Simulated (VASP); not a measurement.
A run of VASP 6.6.1:

File POSCAR:

```
Ru
1.0
    2.7582047207      0.0000000000      0.0000000000
   -1.3791023603      2.3886753569      0.0000000000
    0.0000000000      0.0000000000      4.3406307481
Ru
2
Direct
    0.3333333333      0.6666666667      0.2500000000
    0.6666666667      0.3333333333      0.7500000000
```

INCAR.step1

```
  PREC = Accurate
  ENCUT = 520
  ISMEAR = 0
  SIGMA = 0.1
  LREAL = False
  LASPH = True
  NELM = 100
  NBANDS = 21
  GGA = PE
  ALGO = Normal
  EDIFF = 1E-4
  LWAVE = True
  LCHARG = False
```

Contents of INCAR.step2:

```
  PREC = Accurate
  ENCUT = 520
  EDIFF = 1E-7
  ISMEAR = 0
  SIGMA = 0.1
  LREAL = False
  LASPH = True
  NELM = 100
  ALGO = Normal
  ISIF = 2
  LWAVE = False
  LCHARG = False
  METAGGA = R2SCAN
  LMIXTAU = True
  NBANDS = 21
  ISTART = 1
```

File KPOINTS:

```
Automatic mesh
0
Gamma
  18 18 10
```

Potentials or basis: VASP PAW PBE potentials, release 64 (Ru_pv).

Run with:

```console
$ cat potpaw_PBE.64/Ru_pv/POTCAR > POTCAR
$ cp INCAR.step1 INCAR
$ mpirun -np 1 vasp_std > vasp.out
$ cp INCAR.step2 INCAR
$ mpirun -np 1 vasp_std > vasp.out
```

Hardware: 1 thread of Intel Xeon 8259CL, with other jobs on the host.

Question: How long does it take, and how much memory?

Answer: Wall time 6.9 min on 1 thread of Intel Xeon 8259CL (shared host), peak memory 0.24 GiB. Counts: k points 222.
